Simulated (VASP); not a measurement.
Write the native input for VASP 6.6.1 that does the following.

```yaml
Task: single point
Functional: PBEsol
Potentials_or_basis: VASP PAW PBE potentials, release 64 (Pt, S)
Cutoff: 520 eV
k_mesh: 12 × 12 × 8
Occupations: gaussian, width 0.05 eV
Spin: no spin polarisation
Dipole_correction: no
Further_INCAR_settings: ALGO = Normal; EDIFF = 1e-07; NBANDS = 18
```

The structure of PtS2 lies in POSCAR:

```
PtS2
1.0
    3.5431994758      0.0000000000      0.0000000000
   -1.7715997379      3.0685007567      0.0000000000
    0.0000000000      0.0000000000      5.0388000000
Pt S
1 2
Direct
    0.0000000000      0.0000000000      0.0000000000
    0.2768871746      0.6666666667      0.2500000000
    0.6666666667      0.3333333333      0.7500000000
```

This cell differs from its parent crystal: atom 2 (S) moved by (-0.200, +0.000) A along x and y.

One way to write it, as run:

INCAR

```
PREC = Accurate ; ENCUT = 520
EDIFF = 1E-7 ; ISMEAR = 0
SIGMA = 0.05 ; LREAL = False
LASPH = True ; NELM = 60
ALGO = Normal ; ISIF = 2
LWAVE = False ; LCHARG = False
GGA = PS ; NBANDS = 18
```

KPOINTS

```
Automatic mesh
0
Gamma
  12 12 8
```

Potentials or basis: VASP PAW PBE potentials, release 64 (Pt, S).

Launch:

```sh
$ cat potpaw_PBE.64/Pt/POTCAR potpaw_PBE.64/S/POTCAR > POTCAR
$ mpirun -np 1 vasp_std > vasp.out
```

Results of the run:

```yaml
Pressure: -1.5 GPa
Largest_force: 1.753 eV/Å
Band_gap_on_the_k_mesh: 0.34 eV (least direct gap 0.49 eV)
```

Caveat: the cell differs from its parent crystal (atom 2 (S) moved by (-0.200, +0.000) A along x and y); the PAW data sets were made with another functional, which shifts forces and pressure a little; spin-orbit coupling is left out, which moves the levels of the heavy elements.

Wall time 5 min on 1 thread of Intel(R) Xeon(R) 6975P-C (Granite Rapids), on a shared host, peak memory 0.61 GiB.
